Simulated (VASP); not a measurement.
# SiC3 (Pmc2_1) in VASP: single point with LDA

Aim: the single point of SiC3 with LDA.

All numbers are computed with VASP 6.6.1; they aren't measurements. Logs are shortened: lines on timing, memory, paths and dates and some standing lists are left out, and cuts for length are marked.

**1. The cell of the first run**

Symmetry: Pmc2_1, No. 26, orthorhombic system. Conventional cell: a = 2.760 Å, b = 4.905 Å, c = 4.596 Å, α = 90.00°, β = 90.00°, γ = 90.00°. Within 2.1 Å of C (site symmetry m) lie 4 C at 1.55 to 1.64 Å. Within 2.1 Å of C (site symmetry m) lie 2 C at 1.55 to 1.59 Å and 2 Si at 1.82 Å. Within 2.2 Å of C (site symmetry m) lie 2 C at 1.64 Å and 2 Si at 1.86 to 1.87 Å. Within 2.4 Å of Si (site symmetry m) lie 4 C at 1.82 to 1.87 Å.

**2. Single point, LDA**

INCAR reads:

```
  ALGO = Normal
  EDIFF = 1E-7
  ENCUT = 520
  ISIF = 2
  ISMEAR = 0
  LASPH = T
  LCHARG = F
  LREAL = F
  LWAVE = F
  NBANDS = 26
  NELM = 100
  PREC = Accurate
  SIGMA = 0.01
```

KPOINTS reads:

```
k-points
0
Gamma
  12 8 8
```

POSCAR reads:

```
SiC3
1.0
    1.3800088701     -2.3902454779      0.0000000000
    0.0000000000      0.0000000000     -4.5955315525
    4.2477942443      2.4524651504      0.0000000000
C Si
6 2
Direct
    0.5000000000      0.9353612707      0.1473022343
    0.5000000000      0.4353612707      0.8526977657
    0.5000000000      0.5899351736      0.1338612229
    0.0000000000      0.5358080296      0.7003266078
    0.0000000000      0.0358080296      0.2996733922
    0.5000000000      0.0899351736      0.8661387771
    0.0000000000      0.9388955261      0.6708708236
    0.0000000000      0.4388955261      0.3291291764
```

Potentials or basis: VASP PAW LDA potentials, release 64 (C, Si).

Run with:

```
$ cat potpaw_LDA.64/C/POTCAR potpaw_LDA.64/Si/POTCAR > POTCAR
$ mpirun -np 1 vasp_std > vasp.out
```

OUTCAR:

```text
EDIFF = 1E-7
   ENCUT = 520
   ISIF = 2
   ISMEAR = 0
   LASPH = T
   LREAL = F
   NELM = 100
   PREC = Accurate

 ion  position               nearest neighbor table
   1  0.500  0.935  0.147-   6 1.55   3 1.59   5 1.64   5 1.64
   2  0.500  0.435  0.853-   3 1.55   6 1.59   4 1.64   4 1.64
   3  0.500  0.590  0.134-   2 1.55   1 1.59   8 1.82   8 1.82
   4  0.000  0.536  0.700-   2 1.64   2 1.64   7 1.86   8 1.87
   5  0.000  0.036  0.300-   1 1.64   1 1.64   8 1.86   7 1.87
   6  0.500  0.090  0.866-   1 1.55   2 1.59   7 1.82   7 1.82
   7  0.000  0.939  0.671-   6 1.82   6 1.82   4 1.86   5 1.87   8 2.84   8 2.84
   8  0.000  0.439  0.329-   3 1.82   3 1.82   5 1.86   4 1.87   7 2.84   7 2.84

  LATTYP: Found a simple orthorhombic cell.
 ALAT       =     2.7600177402
 B/A-ratio  =     1.6650369617
 C/A-ratio  =     1.7771372370

  Lattice vectors:

 A1 = (   1.3800088701,  -2.3902454779,   0.0000000000)
 A2 = (   0.0000000000,   0.0000000000,  -4.5955315525)
 A3 = (   4.2477942443,   2.4524651504,   0.0000000000)

Analysis of symmetry for initial positions (statically):
=====================================================================
 Subroutine PRICEL returns:
 Original cell was already a primitive cell.

 Routine SETGRP: Setting up the symmetry group for a
 simple orthorhombic supercell.

 Subroutine GETGRP returns: Found  4 space group operations
 (whereof  2 operations were pure point group operations)
 out of a pool of  8 trial point group operations.

The static configuration has the point symmetry C_1h.
 The point group associated with its full space group is C_2v.

Analysis of symmetry for dynamics (positions and initial velocities):
=====================================================================
 Subroutine PRICEL returns:
 Original cell was already a primitive cell.

 Routine SETGRP: Setting up the symmetry group for a
 simple orthorhombic supercell.

 Subroutine GETGRP returns: Found  4 space group operations
 (whereof  2 operations were pure point group operations)
 out of a pool of  8 trial point group operations.

The dynamic configuration has the point symmetry C_1h.
 The point group associated with its full space group is C_2v.

 Subroutine INISYM returns: Found  4 space group operations
 (whereof  2 operations are pure point group operations),
 and found     1 'primitive' translations

----------------------------------------------------------------------------------------

                                     Primitive cell

  volume of cell :      62.2129

  direct lattice vectors                    reciprocal lattice vectors
     1.380008870 -2.390245478  0.000000000     0.181158256 -0.313775303  0.000000000
     0.000000000  0.000000000 -4.595531552     0.000000000  0.000000000 -0.217602684
     4.247794244  2.452465150  0.000000000     0.176562224  0.101938248  0.000000000

  length of vectors
     2.760017740  4.595531552  4.904930301     0.362316512  0.217602684  0.203876495

  position of ions in fractional coordinates (direct lattice)
     0.500000000  0.935361271  0.147302234
     0.500000000  0.435361271  0.852697766
     0.500000000  0.589935174  0.133861223
     1.000000000  0.535808030  0.700326608
     1.000000000  0.035808030  0.299673392
     0.500000000  0.089935174  0.866138777
     1.000000000  0.938895526  0.670870824
     1.000000000  0.438895526  0.329129176

  ion indices of the primitive-cell ions
   primitive index   ion index
                 1           1
                 2           2
                 3           3
                 4           4
                 5           5
                 6           6
                 7           7
                 8           8

----------------------------------------------------------------------------------------

 KPOINTS: k-points

Automatic generation of k-mesh.
 Grid dimensions read from file:
 generate k-points for:   12    8    8

 Generating k-lattice:

  Cartesian coordinates                     Fractional coordinates (reciprocal lattice)
     0.015096521 -0.026147942  0.000000000     0.083333333  0.000000000 -0.000000000
     0.000000000  0.000000000 -0.027200335     0.000000000  0.125000000  0.000000000
     0.022070278  0.012742281  0.000000000     0.000000000  0.000000000  0.125000000

  Length of vectors
     0.030193043  0.027200335  0.025484562

  Shift w.r.t. Gamma in fractional coordinates (k-lattice)
     0.000000000  0.000000000  0.000000000

 Subroutine IBZKPT returns following result:
 ===========================================

 Found    175 irreducible k-points:

 Following reciprocal coordinates:
            Coordinates               Weight
  0.000000  0.000000  0.000000      1.000000
  0.083333  0.000000 -0.000000      2.000000
  0.166667  0.000000 -0.000000      2.000000
  0.250000  0.000000 -0.000000      2.000000
  0.333333  0.000000 -0.000000      2.000000
  0.416667  0.000000 -0.000000      2.000000
[... 16 lines left out ...]
  0.083333  0.375000 -0.000000      4.000000
  0.166667  0.375000 -0.000000      4.000000
 [... further k-points ...]
   k-points           NKPTS =    175   k-points in BZ     NKDIM =    175   number of bands    NBANDS=     26
   number of dos      NEDOS =    301   number of ions     NIONS =      8
   total plane-waves  NPLWV =  31104
   dimension x,y,z NGX =    24 NGY =   36 NGZ =   36
   dimension x,y,z NGXF=    48 NGYF=   72 NGZF=   72
   ions per type =               6   2
   NGX,Y,Z   is equivalent  to a cutoff of  14.46, 13.02, 12.20 a.u.
   NGXF,Y,Z  is equivalent  to a cutoff of  28.91, 26.05, 24.40 a.u.
 SYSTEM =  unknown system
   PREC   = accura    normal or accurate (medium, high low for compatibility)
   ISTART =      0    job   : 0-new  1-cont  2-samecut
   ICHARG =      2    charge: 1-file 2-atom 10-const
   ISPIN  =      1    spin polarized calculation?
   LNONCOLLINEAR =      F non collinear calculations
   LSORBIT =      F    spin-orbit coupling
   LASPH  =      T    aspherical Exc in radial PAW
   ENCUT  =  520.0 eV  38.22 Ry    6.18 a.u.   5.13  8.54  9.12*2*pi/ulx,y,z
   NELM   =    100;   NELMIN=  2; NELMDL= -5     # of ELM steps
   EDIFF  = 0.1E-06   stopping-criterion for ELM
   LREAL  =      F    real-space projection
   EDIFFG = 0.1E-05   stopping-criterion for IOM
   NSW    =      0    number of steps for IOM
   IBRION =     -1    ionic relax: 0-MD 1-quasi-New 2-CG
   NFREE  =      0    steps in history (QN), initial steepest desc. (CG)
   ISIF   =      2    stress and relaxation
   ISYM   =      2    0-nonsym 1-usesym 2-fastsym
   POTIM  = 0.5000    time-step for ionic-motion
   TEBEG  =    0.0;   TEEND  =   0.0 temperature during run
   PSTRESS=    0.0 pullay stress
   NELECT =      32.0000    total number of electrons
   NUPDOWN=      -1.0000    fix difference up-down
   EMIN   =  10.00;   EMAX   =-10.00  energy-range for DOS
   EFERMI =   0.00;   METHOD = LEGACY
   ISMEAR =     0;   SIGMA  =   0.01  broadening in eV -4-tet -1-fermi 0-gaus
   EFERMI_NEDOS =   21; number of points for ismear=-14 and -15
   IALGO  =     38    algorithm
   IMIX   =      4    mixing-type and parameters
     AMIX     =   0.40;   BMIX     =  1.00
     AMIX_MAG =   1.60;   BMIX_MAG =  1.00
  volume/ion in A,a.u.               =       7.78        52.48
  Fermi-wavevector in a.u.,A,eV,Ry     =   1.311690  2.478735 23.409254  1.720532
  Thomas-Fermi vector in A             =   2.442134
   LORBIT       =      0    0 simple, 1 ext, 2 COOP (PROOUT), +10 PAW based schemes
   GGA     = CA    functional components
   LHFCALC =     F    Hartree Fock is set to
   AEXX    =    0.0000 exact exchange contribution
   IVDW    =     0    specifies the selected vdW correction
   LEPSILON=     F    determine dielectric tensor
   LRPA    =     F    only Hartree local field effects (RPA)
 non-spin polarized calculation
 Gauss-broadening in eV      SIGMA  =   0.01
  energy-cutoff  :      520.00
  volume of cell :       62.21
 maximum number of plane-waves:      1702
 NGX is ok and might be reduce to    24
   NGX = 11   NGY = 17   NGZ = 19

 number of electron      31.9999999 magnetization

 Free energy of the ion-electron system (eV)
  ---------------------------------------------------
  ext. energy  EPLUGINS =         0.00000000
  ---------------------------------------------------
  free energy    TOTEN  =       -69.99028478 eV

  energy without entropy =      -69.99028478  energy(sigma->0) =      -69.99028478

 E-fermi :  10.4716     XC(G=0): -12.4420

 val. band max:       10.3422748692   @ k =   0.0000   0.0000   0.0000
 cond. band min:      11.0115766851   @ k =   0.5000   0.0000   0.5000
 fundamental gap:      0.6693018160
 Fermi energy:        10.4715747167

 k-point     1 :       0.0000    0.0000    0.0000
  band No.  band energies     occupation
      1      -9.2470      2.00000
      2      -5.7213      2.00000
      3      -3.9001      2.00000
      4      -2.9721      2.00000
      5      -1.7009      2.00000
      6      -0.0316      2.00000
[... 18 lines left out ...]
     25      17.5867      0.00000
     26      18.5941      0.00000

 k-point     2 :       0.0833    0.0000   -0.0000
  band No.  band energies     occupation
      1      -9.1409      2.00000
      2      -5.6221      2.00000
      3      -3.8064      2.00000
      4      -2.9084      2.00000
      5      -1.6063      2.00000
      6       0.0600      2.00000
[... 18 lines left out ...]
     25      18.2073      0.00000
     26      18.8886      0.00000

 k-point     3 :       0.1667    0.0000   -0.0000
  band No.  band energies     occupation
      1      -8.8253      2.00000
      2      -5.3261      2.00000
      3      -3.5315      2.00000
      4      -2.7547      2.00000
      5      -1.3337      2.00000
      6       0.3263      2.00000
[... 572 lines left out ...]
 k-point    23 :       0.0833    0.3750   -0.0000
  band No.  band energies     occupation
      1      -8.3818      2.00000
      2      -7.1259      2.00000
      3      -3.7277      2.00000
      4      -2.8069      2.00000
      5      -1.5264      2.00000
      6      -0.5894      2.00000
[... 18 lines left out ...]
     25      17.1658      0.00000
     26      17.4426      0.00000

 k-point    24 :       0.1667    0.3750   -0.0000
  band No.  band energies     occupation
      1      -8.0710      2.00000
      2      -6.8243      2.00000
      3      -3.4404      2.00000
      4      -2.6014      2.00000
      5      -1.2659      2.00000
      6      -0.4200      2.00000
[... 18 lines left out ...]
     25      17.7142      0.00000
     26      17.9702      0.00000

 [... further k-points ...]

------------------------ aborting loop because EDIFF is reached ----------------------------------------

  FORCE on cell =-STRESS in cart. coord.  units (eV):
  Direction    XX          YY          ZZ          XY          YZ          ZX
  --------------------------------------------------------------------------------------
  -------------------------------------------------------------------------------------
  Total        0.2709038      0.2503272      0.2457883      0.0178199     -0.0000000      0.0000000
  in kB        6.9766213      6.4467095      6.3298187      0.4589171     -0.0000000      0.0000000
  external PRESSURE =       6.5843832 kB  Pullay stress =       0.0000000 kB

 VOLUME and BASIS-vectors are now :
 -----------------------------------------------------------------------------
  energy-cutoff  :      520.00
  volume of cell :       62.21
      direct lattice vectors                 reciprocal lattice vectors
     1.380008870 -2.390245478  0.000000000     0.181158256 -0.313775303  0.000000000
     0.000000000  0.000000000 -4.595531552     0.000000000  0.000000000 -0.217602684
     4.247794244  2.452465150  0.000000000     0.176562224  0.101938248  0.000000000

 POSITION                                       TOTAL-FORCE (eV/Angst)
 -----------------------------------------------------------------------------------
      1.31571     -0.83387     -4.29848         0.012021      0.006941      0.001950
      4.31209      0.89609     -2.00072        -0.012021     -0.006941      0.001950
      1.25862     -0.86683     -2.71107         0.016400      0.009468     -0.000208
      2.97484      1.71753     -2.46232        -0.012059     -0.006962     -0.005705
      1.27295      0.73494     -0.16456         0.012059      0.006962     -0.005705
      4.36918      0.92905     -0.41330        -0.016400     -0.009468     -0.000208
      2.84972      1.64529     -4.31472        -0.005398     -0.003117      0.003963
      1.39807      0.80718     -2.01696         0.005398      0.003117      0.003963
 -----------------------------------------------------------------------------------
    total drift:                               -0.000000     -0.000000     -0.000244

  FREE ENERGIE OF THE ION-ELECTRON SYSTEM (eV)
  ---------------------------------------------------
  free  energy   TOTEN  =       -69.9902847821 eV

  energy  without entropy=      -69.9902847821  energy(sigma->0) =      -69.99028478
```

It took 2.5 min on 1 thread of AMD EPYC 9R45 (Zen 5), shared host; peak memory 0.27 GiB.

What came out:

| Item | Value |
| --- | --- |
| Free energy | -69.9903 eV |
| Pressure | 0.7 GPa |
| Largest force | 0.019 eV/Å |
| Band gap on the k mesh | 0.67 eV (least direct gap 1.87 eV) |

Forces in eV/Å, atoms in the order of the input:
```
C    0.012  0.007  0.002
C   -0.012 -0.007  0.002
C    0.016  0.009  0.000
C   -0.012 -0.007 -0.006
C    0.012  0.007 -0.006
C   -0.016 -0.009  0.000
Si  -0.005 -0.003  0.004
Si   0.005  0.003  0.004
```
